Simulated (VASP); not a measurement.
# GaSb in VASP: single point with PBE+D3(BJ)

Aim: the single point of GaSb with PBE+D3(BJ).

Program: VASP 6.6.1. These are calculated values, not measurements. Logs are shortened: lines on timing, memory, paths and dates and some standing lists are left out, and cuts for length are marked.

## Step 1: The cell of the first run

The cell holds a slab with vacuum, 4 atoms: a = 4.334 Å, b = 4.334 Å, c = 18.424 Å, α = 90.00°, β = 90.00°, γ = 120.00°.

## Step 2: Single point, PBE+D3(BJ)

INCAR

```
SYSTEM = GaSb
  ALGO = Normal
  DIPOL = 0.5 0.5 0.503
  EDIFF = 1E-7
  ENCUT = 520
  GGA = PE
  IDIPOL = 3
  ISIF = 2
  ISMEAR = 0
  IVDW = 12
  LASPH = .True.
  LCHARG = .False.
  LDIPOL = .True.
  LREAL = .False.
  LWAVE = .False.
  NBANDS = 26
  NELM = 100
  PREC = Accurate
  SIGMA = 0.1
```

KPOINTS

```
k-points
0
Gamma
  9 9 1
  0 0 0
```

POSCAR

```
GaSb
1.0
    4.3343814621      0.0000000000      0.0000000000
   -2.1671907311      3.7536844559      0.0000000000
    0.0000000000      0.0000000000     18.4237595553
Sb Ga
2 2
Direct
    0.0000000000      0.0000000000      0.3799441682
    0.3333333333      0.6666666667      0.5807296976
    0.3333333333      0.6666666667      0.4279665009
    0.6666666667      0.3333333333      0.6225516699
```

Potentials or basis: VASP PAW PBE potentials, release 64 (Sb, Ga_d).

Command:

```
$ cat potpaw_PBE.64/Sb/POTCAR potpaw_PBE.64/Ga_d/POTCAR > POTCAR
$ mpirun -np 1 vasp_std > vasp.out
```

OUTCAR:

```text
SYSTEM = GaSb
   EDIFF = 1E-7
   ENCUT = 520
   GGA = PE
   ISIF = 2
   ISMEAR = 0
   IVDW = 12
   LASPH = .True.
   LREAL = .False.
   NELM = 100
   PREC = Accurate
 IVDW          = 12

 ion  position               nearest neighbor table
   1  0.000  0.000  0.380-   3 2.65   3 2.65   3 2.65
   2  0.333  0.667  0.581-   4 2.62   4 2.62   4 2.62   3 2.81
   3  0.333  0.667  0.428-   1 2.65   1 2.65   1 2.65   2 2.81
   4  0.667  0.333  0.623-   2 2.62   2 2.62   2 2.62

  LATTYP: Found a hexagonal cell.
 ALAT       =     4.3343814621
 C/A-ratio  =     4.2506087008

  Lattice vectors:

 A1 = (   4.3343814621,   0.0000000000,   0.0000000000)
 A2 = (  -2.1671907311,   3.7536844559,   0.0000000000)
 A3 = (   0.0000000000,   0.0000000000,  18.4237595553)

Analysis of symmetry for initial positions (statically):
=====================================================================
 Subroutine PRICEL returns:
 Original cell was already a primitive cell.

 Routine SETGRP: Setting up the symmetry group for a
 hexagonal supercell.

 Subroutine GETGRP returns: Found  6 space group operations
 (whereof  6 operations were pure point group operations)
 out of a pool of 24 trial point group operations.

The static configuration has the point symmetry C_3v.

Analysis of symmetry for dynamics (positions and initial velocities):
=====================================================================
 Subroutine PRICEL returns:
 Original cell was already a primitive cell.

 Routine SETGRP: Setting up the symmetry group for a
 hexagonal supercell.

 Subroutine GETGRP returns: Found  6 space group operations
 (whereof  6 operations were pure point group operations)
 out of a pool of 24 trial point group operations.

The dynamic configuration has the point symmetry C_3v.

 Subroutine INISYM returns: Found  6 space group operations
 (whereof  6 operations are pure point group operations),
 and found     1 'primitive' translations

----------------------------------------------------------------------------------------

                                     Primitive cell

  volume of cell :     299.7527

  direct lattice vectors                    reciprocal lattice vectors
     4.334381462  0.000000000  0.000000000     0.230713427  0.133202459  0.000000000
    -2.167190731  3.753684456  0.000000000     0.000000000  0.266404918  0.000000000
     0.000000000  0.000000000 18.423759555     0.000000000  0.000000000  0.054277738

  length of vectors
     4.334381462  4.334381462 18.423759555     0.266404918  0.266404918  0.054277738
[... 78 lines left out ...]
   ISIF   =      2    stress and relaxation
   ISYM   =      2    0-nonsym 1-usesym 2-fastsym
   POTIM  = 0.5000    time-step for ionic-motion
   TEBEG  =    0.0;   TEEND  =   0.0 temperature during run
   PSTRESS=    0.0 pullay stress
   NELECT =      36.0000    total number of electrons
   NUPDOWN=      -1.0000    fix difference up-down
   EMIN   =  10.00;   EMAX   =-10.00  energy-range for DOS
   EFERMI =   0.00;   METHOD = LEGACY
   ISMEAR =     0;   SIGMA  =   0.10  broadening in eV -4-tet -1-fermi 0-gaus
   EFERMI_NEDOS =   21; number of points for ismear=-14 and -15
   IALGO  =     38    algorithm
   IMIX   =      4    mixing-type and parameters
     AMIX     =   0.40;   BMIX     =  1.00
     AMIX_MAG =   1.60;   BMIX_MAG =  1.00
  volume/ion in A,a.u.               =      74.94       505.71
  Fermi-wavevector in a.u.,A,eV,Ry     =   0.807708  1.526348  8.876344  0.652393
  Thomas-Fermi vector in A             =   1.916378
   LORBIT       =      0    0 simple, 1 ext, 2 COOP (PROOUT), +10 PAW based schemes
   GGA     = PE    functional components
   LHFCALC =     F    Hartree Fock is set to
   AEXX    =    0.0000 exact exchange contribution
   IVDW    =    12    specifies the selected vdW correction
   LEPSILON=     F    determine dielectric tensor
   LRPA    =     F    only Hartree local field effects (RPA)
 non-spin polarized calculation
 Gauss-broadening in eV      SIGMA  =   0.10
  energy-cutoff  :      520.00
  volume of cell :      299.75
 maximum number of plane-waves:      8098
   NGX = 17   NGY = 17   NGZ = 69

 number of electron      36.0000006 magnetization

 dipolmoment           0.000000      0.000000     -0.125110 electrons x Angstroem

 Free energy of the ion-electron system (eV)
  ---------------------------------------------------
  ext. energy  EPLUGINS =         0.00000000
  ---------------------------------------------------
  free energy    TOTEN  =       -13.49796995 eV

  energy without entropy =      -13.49418648  energy(sigma->0) =      -13.49607821

 E-fermi :  -0.7252     XC(G=0):  -4.2264

 val. band max:       -0.9368613325   @ k =   0.1111   0.0000   0.0000
 cond. band min:      -0.7235796950   @ k =   0.0000   0.0000   0.0000
 fundamental gap:      0.2132816376
 Fermi energy:        -0.7252100793

 k-point     1 :       0.0000    0.0000    0.0000
  band No.  band energies     occupation
      1     -16.3099      2.00000
      2     -16.2639      2.00000
      3     -16.2639      2.00000
      4     -16.2033      2.00000
      5     -16.2033      2.00000
      6     -15.4583      2.00000
[... 337 lines left out ...]
     25       5.0941      0.00000
     26       5.2471      0.00000

------------------------ aborting loop because EDIFF is reached ----------------------------------------

 vacuum level on the upper side and lower side of the slab       (xc-potential included)        -0.706         0.658

 Edisp (eV)   -0.88516

 E8    (eV) :    -0.4322

  FORCE on cell =-STRESS in cart. coord.  units (eV):
  Direction    XX          YY          ZZ          XY          YZ          ZX
  --------------------------------------------------------------------------------------
  -------------------------------------------------------------------------------------
  Total       0.05779     0.05779    -0.21111    -0.00000     0.00000     0.00000
  in kB       0.30888     0.30888    -1.12837    -0.00000     0.00000     0.00000
  external pressure =       -0.17 kB  Pullay stress =        0.00 kB

 VOLUME and BASIS-vectors are now :
 -----------------------------------------------------------------------------
  energy-cutoff  :      520.00
  volume of cell :      299.75
      direct lattice vectors                 reciprocal lattice vectors
     4.334381462  0.000000000  0.000000000     0.230713427  0.133202459  0.000000000
    -2.167190731  3.753684456  0.000000000     0.000000000  0.266404918  0.000000000
     0.000000000  0.000000000 18.423759555     0.000000000  0.000000000  0.054277738

 POSITION                                       TOTAL-FORCE (eV/Angst)
 -----------------------------------------------------------------------------------
      0.00000      0.00000      7.00000         0.000000      0.000000      0.206774
     -0.00000      2.50246     10.69922         0.000000     -0.000000     -0.006363
     -0.00000      2.50246      7.88475        -0.000000     -0.000000     -0.202270
      2.16719      1.25123     11.46974        -0.000000     -0.000000      0.001859
 -----------------------------------------------------------------------------------
    total drift:                               -0.000003      0.000001      0.001000

  FREE ENERGIE OF THE ION-ELECTRON SYSTEM (eV)
  ---------------------------------------------------
  free  energy   TOTEN  =       -14.3831343155 eV

  energy  without entropy=      -14.3793508396  energy(sigma->0) =      -14.38124258

 vacuum level on the upper side and lower side of the slab         2.712         4.123
```

stdout:

```text
POSCAR found type information on POSCAR SbGa
 POSCAR found :  2 types and       4 ions
 scaLAPACK will be used
 LDA part: xc-table for (Slater+PW92), standard interpolation
 POSCAR, INCAR and KPOINTS ok, starting setup
 FFT: planning ... GRIDC
 FFT: planning ... GRID_SOFT
 FFT: planning ... GRID
 WAVECAR not read
 entering main loop
```

Run time: 1.7 min. Hardware: 1 thread of AMD EPYC 9R45 (Zen 5), shared host; peak memory 0.38 GiB.

What came out:

```
Free energy                : -14.3831 eV
Largest force              : 0.207 eV/Å
Dispersion energy per atom : -0.221 eV
```

Forces on the atoms (eV/Å):
```
Sb   0.000  0.000  0.207
Sb   0.000  0.000 -0.006
Ga   0.000  0.000 -0.202
Ga   0.000  0.000  0.002
```

Caveat: spin-orbit coupling is left out, which moves the levels of the heavy elements.
